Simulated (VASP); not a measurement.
# Ca2F (P6/mmm) in VASP: single point with r2SCAN

Aim: the single point of Ca2F with r2SCAN.

All numbers are computed with VASP 6.6.1; they aren't measurements. Logs are shortened: lines on timing, memory, paths and dates and some standing lists are left out, and cuts for length are marked.

## (1) The cell of the first run

It takes space group P6/mmm (No. 191, hexagonal). The conventional cell has a = 4.471 Å, b = 4.471 Å, c = 4.828 Å, α = 90.00°, β = 90.00°, γ = 120.00°. Ca (site symmetry -6m2) has 3 Ca at 2.58 Å within 3.4 Å. Within 4.6 Å of F (site symmetry 6/mmm) lie 12 Ca at 3.53 Å and 6 F at 4.47 Å.

## (2) Single point, r2SCAN

The input, POSCAR:

```
Ca2F
1.0
    4.4712655554      0.0000000000      0.0000000000
   -2.2356327777      3.8722295580      0.0000000000
    0.0000000000      0.0000000000      4.8277784236
Ca F
2 1
Direct
    0.3333333333      0.6666666667      0.5000000000
    0.6666666667      0.3333333333      0.5000000000
    0.0000000000      0.0000000000      0.0000000000
```

The input, INCAR.step1:

```
ALGO = Normal
EDIFF = 1E-4
ENCUT = 520
GGA = PE
ISMEAR = 0
LASPH = T
LCHARG = F
LREAL = F
LWAVE = T
NBANDS = 20
NELM = 100
PREC = Accurate
SIGMA = 0.1
```

The input, INCAR.step2:

```
ALGO = Normal
EDIFF = 1E-7
ENCUT = 520
ISIF = 2
ISMEAR = 0
ISTART = 1
LASPH = T
LCHARG = T
LELF = T
LMIXTAU = T
LREAL = F
LVHAR = T
LWAVE = F
METAGGA = R2SCAN
NBANDS = 20
NELM = 100
PREC = Accurate
SIGMA = 0.1
```

The input, KPOINTS:

```
k-points
0
Gamma
  6 6 4
```

Potentials or basis: VASP PAW PBE potentials, release 64 (Ca_sv, F).

Command:

```sh
cat potpaw_PBE.64/Ca_sv/POTCAR potpaw_PBE.64/F/POTCAR > POTCAR
cp INCAR.step1 INCAR
mpirun -np 1 vasp_std > vasp.out
cp INCAR.step2 INCAR
mpirun -np 1 vasp_std > vasp.out
```

OUTCAR:

```text
EDIFF = 1E-7
   ENCUT = 520
   ISIF = 2
   ISMEAR = 0
   ISTART = 1
   LASPH = T
   LREAL = F
   METAGGA = R2SCAN
   NELM = 100
   PREC = Accurate

 ion  position               nearest neighbor table
   1  0.333  0.667  0.500-   2 2.58   2 2.58   2 2.58
   2  0.667  0.333  0.500-   1 2.58   1 2.58   1 2.58
   3  0.000  0.000  0.000-

  LATTYP: Found a hexagonal cell.
 ALAT       =     4.4712655554
 C/A-ratio  =     1.0797342193

  Lattice vectors:

 A1 = (   4.4712655554,   0.0000000000,   0.0000000000)
 A2 = (  -2.2356327777,   3.8722295580,   0.0000000000)
 A3 = (   0.0000000000,   0.0000000000,   4.8277784236)

Analysis of symmetry for initial positions (statically):
=====================================================================
 Subroutine PRICEL returns:
 Original cell was already a primitive cell.

 Routine SETGRP: Setting up the symmetry group for a
 hexagonal supercell.

 Subroutine GETGRP returns: Found 24 space group operations
 (whereof 24 operations were pure point group operations)
 out of a pool of 24 trial point group operations.

The static configuration has the point symmetry D_6h.

Analysis of symmetry for dynamics (positions and initial velocities):
=====================================================================
 Subroutine PRICEL returns:
 Original cell was already a primitive cell.

 Routine SETGRP: Setting up the symmetry group for a
 hexagonal supercell.

 Subroutine GETGRP returns: Found 24 space group operations
 (whereof 24 operations were pure point group operations)
 out of a pool of 24 trial point group operations.

The dynamic configuration has the point symmetry D_6h.

 Subroutine INISYM returns: Found 24 space group operations
 (whereof 24 operations are pure point group operations),
 and found     1 'primitive' translations

----------------------------------------------------------------------------------------

                                     Primitive cell

  volume of cell :      83.5870

  direct lattice vectors                    reciprocal lattice vectors
     4.471265555  0.000000000  0.000000000     0.223650326  0.129124576  0.000000000
    -2.235632778  3.872229558  0.000000000     0.000000000  0.258249152  0.000000000
     0.000000000  0.000000000  4.827778424     0.000000000  0.000000000  0.207134610

  length of vectors
     4.471265555  4.471265555  4.827778424     0.258249152  0.258249152  0.207134610

  position of ions in fractional coordinates (direct lattice)
     0.333333333  0.666666667  0.500000000
     0.666666667  0.333333333  0.500000000
     0.000000000  0.000000000  0.000000000

  ion indices of the primitive-cell ions
   primitive index   ion index
                 1           1
                 2           2
                 3           3

----------------------------------------------------------------------------------------

 KPOINTS: k-points

Automatic generation of k-mesh.
 Grid dimensions read from file:
 generate k-points for:    6    6    4

 Generating k-lattice:

  Cartesian coordinates                     Fractional coordinates (reciprocal lattice)
     0.037275054  0.021520763  0.000000000     0.166666667  0.000000000  0.000000000
     0.000000000  0.043041525  0.000000000     0.000000000  0.166666667  0.000000000
     0.000000000  0.000000000  0.051783652     0.000000000  0.000000000  0.250000000

  Length of vectors
     0.043041525  0.043041525  0.051783652

  Shift w.r.t. Gamma in fractional coordinates (k-lattice)
     0.000000000  0.000000000  0.000000000

 Subroutine IBZKPT returns following result:
 ===========================================

 Found     21 irreducible k-points:

 Following reciprocal coordinates:
            Coordinates               Weight
  0.000000  0.000000  0.000000      1.000000
  0.166667  0.000000  0.000000      6.000000
  0.333333  0.000000  0.000000      6.000000
  0.500000  0.000000  0.000000      3.000000
  0.166667  0.166667  0.000000      6.000000
  0.333333  0.166667  0.000000     12.000000
[... 13 lines left out ...]
  0.333333  0.166667  0.500000     12.000000
  0.333333  0.333333  0.500000      2.000000
   k-points           NKPTS =     21   k-points in BZ     NKDIM =     21   number of bands    NBANDS=     20
   number of dos      NEDOS =    301   number of ions     NIONS =      3
   total plane-waves  NPLWV =  46656
   dimension x,y,z NGX =    36 NGY =   36 NGZ =   36
   dimension x,y,z NGXF=    72 NGYF=   72 NGZF=   72
   ions per type =               2   1
   NGX,Y,Z   is equivalent  to a cutoff of  13.39, 13.39, 12.40 a.u.
   NGXF,Y,Z  is equivalent  to a cutoff of  26.77, 26.77, 24.79 a.u.
 SYSTEM =  unknown system
   PREC   = accura    normal or accurate (medium, high low for compatibility)
   ISTART =      1    job   : 0-new  1-cont  2-samecut
   ICHARG =      0    charge: 1-file 2-atom 10-const
   ISPIN  =      1    spin polarized calculation?
   LNONCOLLINEAR =      F non collinear calculations
   LSORBIT =      F    spin-orbit coupling
   LASPH  =      T    aspherical Exc in radial PAW
   ENCUT  =  520.0 eV  38.22 Ry    6.18 a.u.   8.31  8.31  8.98*2*pi/ulx,y,z
   NELM   =    100;   NELMIN=  2; NELMDL=  0     # of ELM steps
   EDIFF  = 0.1E-06   stopping-criterion for ELM
   LREAL  =      F    real-space projection
   EDIFFG = 0.1E-05   stopping-criterion for IOM
   NSW    =      0    number of steps for IOM
   IBRION =     -1    ionic relax: 0-MD 1-quasi-New 2-CG
   NFREE  =      0    steps in history (QN), initial steepest desc. (CG)
   ISIF   =      2    stress and relaxation
   ISYM   =      2    0-nonsym 1-usesym 2-fastsym
   POTIM  = 0.5000    time-step for ionic-motion
   TEBEG  =    0.0;   TEEND  =   0.0 temperature during run
   PSTRESS=    0.0 pullay stress
   NELECT =      27.0000    total number of electrons
   NUPDOWN=      -1.0000    fix difference up-down
   EMIN   =  10.00;   EMAX   =-10.00  energy-range for DOS
   EFERMI =   0.00;   METHOD = LEGACY
   ISMEAR =     0;   SIGMA  =   0.10  broadening in eV -4-tet -1-fermi 0-gaus
   EFERMI_NEDOS =   21; number of points for ismear=-14 and -15
   IALGO  =     38    algorithm
   IMIX   =      4    mixing-type and parameters
     AMIX     =   0.40;   BMIX     =  1.00
     AMIX_MAG =   1.60;   BMIX_MAG =  1.00
  volume/ion in A,a.u.               =      27.86       188.02
  Fermi-wavevector in a.u.,A,eV,Ry     =   1.123267  2.122667 17.166872  1.261729
  Thomas-Fermi vector in A             =   2.259932
   LORBIT       =      0    0 simple, 1 ext, 2 COOP (PROOUT), +10 PAW based schemes
   METAGGA = R2SCAN    functional components
   LHFCALC =     F    Hartree Fock is set to
   AEXX    =    0.0000 exact exchange contribution
   IVDW    =     0    specifies the selected vdW correction
   LEPSILON=     F    determine dielectric tensor
   LRPA    =     F    only Hartree local field effects (RPA)
 non-spin polarized calculation
 Gauss-broadening in eV      SIGMA  =   0.10
  energy-cutoff  :      520.00
  volume of cell :       83.59
 maximum number of plane-waves:      2272
 NGX is ok and might be reduce to    36
   NGX = 17   NGY = 17   NGZ = 17

 number of electron      26.9999997 magnetization

 Free energy of the ion-electron system (eV)
  ---------------------------------------------------
  ext. energy  EPLUGINS =         0.00000000
  ---------------------------------------------------
  free energy    TOTEN  =       -15.41015054 eV

  energy without entropy =      -15.38631844  energy(sigma->0) =      -15.39823449

 E-fermi :   2.6968     XC(G=0):  -8.2354

 val. band max:        2.6915898643   @ k =   0.0000   0.0000   0.5000
 cond. band min:       2.7478491428   @ k =   0.3333   0.1667   0.0000
 fundamental gap:      0.0562592785
 Fermi energy:         2.6968239898

 k-point     1 :       0.0000    0.0000    0.0000
  band No.  band energies     occupation
      1     -42.0114      2.00000
      2     -41.3105      2.00000
      3     -22.7204      2.00000
      4     -22.7203      2.00000
      5     -22.1507      2.00000
      6     -21.6313      2.00000
[... 12 lines left out ...]
     19       5.2379      0.00000
     20       5.2379      0.00000

 k-point     2 :       0.1667    0.0000    0.0000
  band No.  band energies     occupation
      1     -41.9721      2.00000
      2     -41.3541      2.00000
      3     -22.7631      2.00000
      4     -22.6487      2.00000
      5     -22.1206      2.00000
      6     -21.6627      2.00000
[... 12 lines left out ...]
     19       5.4317      0.00000
     20       5.7398      0.00000

 k-point     3 :       0.3333    0.0000    0.0000
  band No.  band energies     occupation
      1     -41.8695      2.00000
      2     -41.4653      2.00000
      3     -22.8415      2.00000
      4     -22.4825      2.00000
      5     -22.0428      2.00000
      6     -21.7433      2.00000
[... 12 lines left out ...]
     19       4.5675      0.00000
     20       5.4818      0.00000

 k-point     4 :       0.5000    0.0000    0.0000
  band No.  band energies     occupation
      1     -41.7861      2.00000
      2     -41.5529      2.00000
      3     -22.8777      2.00000
      4     -22.3801      2.00000
      5     -21.9800      2.00000
      6     -21.8074      2.00000
[... 12 lines left out ...]
     19       3.9983      0.00000
     20       4.9993      0.00000

 k-point     5 :       0.1667    0.1667    0.0000
  band No.  band energies     occupation
      1     -41.8997      2.00000
      2     -41.4329      2.00000
      3     -22.8414      2.00000
      4     -22.4987      2.00000
      5     -22.0656      2.00000
      6     -21.7197      2.00000
[... 12 lines left out ...]
     19       5.0445      0.00000
     20       5.4822      0.00000
[... 284 lines left out ...]
      6     -21.8155      2.00000
[... 12 lines left out ...]
     19       4.8397      0.00000
     20       5.0102      0.00000

 k-point    19 :       0.1667    0.1667    0.5000
  band No.  band energies     occupation
      1     -41.8996      2.00000
      2     -41.4327      2.00000
      3     -22.8398      2.00000
      4     -22.4981      2.00000
      5     -22.0804      2.00000
      6     -21.7239      2.00000
[... 12 lines left out ...]
     19       4.6912      0.00000
     20       5.6687      0.00000

 k-point    20 :       0.3333    0.1667    0.5000
  band No.  band energies     occupation
      1     -41.7860      2.00000
      2     -41.5527      2.00000
      3     -22.9169      2.00000
      4     -22.2758      2.00000
      5     -21.9882      2.00000
      6     -21.8130      2.00000
[... 12 lines left out ...]
     19       4.9963      0.00000
     20       5.3936      0.00000

 k-point    21 :       0.3333    0.3333    0.5000
  band No.  band energies     occupation
      1     -41.6704      2.00000
      2     -41.6704      2.00000
      3     -22.9668      2.00000
      4     -21.9304      2.00000
      5     -21.9304      2.00000
      6     -21.8997      2.00000
[... 12 lines left out ...]
     19       5.3603      0.00000
     20       5.3603      0.00000

------------------------ aborting loop because EDIFF is reached ----------------------------------------

  FORCE on cell =-STRESS in cart. coord.  units (eV):
  Direction    XX          YY          ZZ          XY          YZ          ZX
  --------------------------------------------------------------------------------------
  -------------------------------------------------------------------------------------
  Total        3.4030292      3.4030292     -2.5514700      0.0000000      0.0000000      0.0000000
  in kB       65.2284967     65.2284967    -48.9060026      0.0000000      0.0000000      0.0000000
  external PRESSURE =      27.1836636 kB  Pullay stress =       0.0000000 kB

 VOLUME and BASIS-vectors are now :
 -----------------------------------------------------------------------------
  energy-cutoff  :      520.00
  volume of cell :       83.59
      direct lattice vectors                 reciprocal lattice vectors
     4.471265555  0.000000000  0.000000000     0.223650326  0.129124576  0.000000000
    -2.235632778  3.872229558  0.000000000     0.000000000  0.258249152  0.000000000
     0.000000000  0.000000000  4.827778424     0.000000000  0.000000000  0.207134610

 POSITION                                       TOTAL-FORCE (eV/Angst)
 -----------------------------------------------------------------------------------
     -0.00000      2.58149      2.41389         0.000000     -0.000000     -0.000000
      2.23563      1.29074      2.41389        -0.000000      0.000000      0.000000
      0.00000      0.00000      0.00000        -0.000000      0.000000      0.000000
 -----------------------------------------------------------------------------------
    total drift:                                0.000000     -0.000000     -0.000000

  FREE ENERGIE OF THE ION-ELECTRON SYSTEM (eV)
  ---------------------------------------------------
  free  energy   TOTEN  =       -15.4101505423 eV

  energy  without entropy=      -15.3863184398  energy(sigma->0) =      -15.39823449
```

It took 3 min on 1 thread of Intel Xeon Platinum 8259CL at 2.50GHz (Skylake/Cascade Lake), shared host; peak memory 0.23 GiB.

What came out:

```
Free energy : -15.4102 eV
Pressure    : 2.7 GPa
```

Caveat: the PAW data sets were made with another functional, which shifts forces and pressure a little; an odd number of electrons without spin polarisation forces a metal; a magnetic or distorted state may lie lower.
